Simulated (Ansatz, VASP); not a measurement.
# B3As4 in VASP and in Ansatz

```
B As
1.0
     6.17467    0.00000    0.00000
    -3.08734    5.34742    0.00000
     0.00000    0.00000    4.69171
B As
3 4
Cartesian
  3.0873 1.7825 3.1518
  3.0873 1.7825 1.5399
  3.0873 1.7825 0.0000
  4.8199 0.7822 2.3459
  3.0873 3.7830 2.3459
  1.3548 0.7822 2.3459
  0.0000 3.5649 0.0000
```

Alike in both runs: functional PBE; k mesh 4 × 4 × 4; occupations gaussian, width 0.2 eV; no spin polarisation.

Ansatz relaxed the structure, and its values are those at the end. VASP's run is a single point on that final structure, the one shown.

```csv
,VASP,Ansatz
version,VASP 6.6.1,Ansatz 0.2.0
potentials or method,"VASP PAW PBE potentials, release 64 (B, As), cutoff 500 eV","scalar-relativistic, plane waves, PAW"
valence electrons in the cell,29,69
```

```csv
,VASP,Ansatz,Ansatz less VASP
gap on the k mesh at the Fermi level (eV),none,none,-
pressure (GPa),0.5,0.4,-0.11
rms of the force components (eV/Å),0.019,0.002,-0.0175
```

A gap of «none» marks a metal or a gap that the smearing closes. VASP's potentials hold 29 valence electrons a cell and Ansatz's 69, so a difference there can come from the potentials and not from the codes.
